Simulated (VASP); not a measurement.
Runs of VASP 6.6.1 on K. The structure is that of space group Pm-3m (No. 221), or close to it. The cells are those of the table. 

```csv
cell,gap on the mesh (eV),pressure (GPa)
"a = 4.310, b = 4.310, c = 4.181 Å, 1 atom",none,0.1
"a = 4.181, b = 4.181, c = 4.310 Å, 1 atom",none,0.1
"a = 4.181 Å, 1 atom",none,(a)
"a = 4.440, b = 4.440, c = 4.310 Å, 1 atom",none,-0.2
"a = 4.310, b = 4.310, c = 4.440 Å, 1 atom",none,-0.1
```

Alike in all rows: task single point; level PBE; potentials or basis VASP PAW PBE potentials, release 64 (K_sv); no spin polarisation; k mesh 12 × 12 × 12; cutoff (eV) 520; smearing gaussian 0.15 eV.

Task: Fill in the values left out.

Result: (a) 0.3.

A gap of «none» marks levels without a gap at the run's occupations.
